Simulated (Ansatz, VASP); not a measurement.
**One calculation of Ag, two programs**

```
CELL_PARAMETERS angstrom
0.00000 2.00139 2.00139
2.00139 0.00000 2.00139
2.00139 2.00139 0.00000
ATOMIC_POSITIONS crystal
Ag 0.00000 0.00000 0.00000
```

Change from the starting cell: volume scaled by 0.94.

Alike in both runs: task single point; functional PBEsol; k mesh 15 × 15 × 15; occupations fermi-dirac, width 0.03 eV; no spin polarisation.

```csv
,VASP,Ansatz
version,VASP 6.6.1,Ansatz 0.2.0
potentials or method,"VASP PAW PBE potentials, release 64 (Ag), cutoff 520 eV","all-electron LAPW, scalar-relativistic"
```

|  | VASP | Ansatz | Ansatz less VASP |
| --- | --- | --- | --- |
| pressure (GPa) | 4.6 | 4.9 | +0.25 |

VASP's potentials were made for PBE, not for PBEsol. Ansatz ran all-electron here, and VASP with PAW potentials.
